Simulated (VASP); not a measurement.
Input of a VASP 6.6.1 run:

File INCAR:

```
PREC = Accurate ; ENCUT = 520
EDIFF = 1E-8 ; ISMEAR = -1
SIGMA = 0.03 ; LREAL = False
LASPH = True ; NELM = 100
ALGO = Normal ; ISIF = 2
LWAVE = False ; LCHARG = False
LEFG = True ; NBANDS = 16
```

The input KPOINTS:

```
Automatic mesh
0
Gamma
  11 11 11
```

The input POSCAR:

```
HgTe
1.0
    0.0000000000      3.1799338486      3.1799338486
    3.1799338486      0.0000000000      3.1799338486
    3.1799338486      3.1799338486      0.0000000000
Hg Te
1 1
Direct
    0.0000000000      0.0000000000      0.0000000000
    0.7500000000      0.7500000000      0.7500000000
```

Potentials or basis: VASP PAW LDA potentials, release 64 (Hg, Te).

Run with:

```bash
$ cat potpaw_LDA.64/Hg/POTCAR potpaw_LDA.64/Te/POTCAR > POTCAR
$ mpirun -np 1 vasp_std > vasp.out
```

Task: What does it give for the band gap on the k mesh?

Result: Zero (filled and empty bands touch).

Task: Estimate the pressure.

Result: 2.1 GPa.

Caveat: without QUAD_EFG the Cq values of the log hold for a quadrupole moment of 1 mb, not for the nuclei; spin-orbit coupling is left out, which moves the levels of the heavy elements.
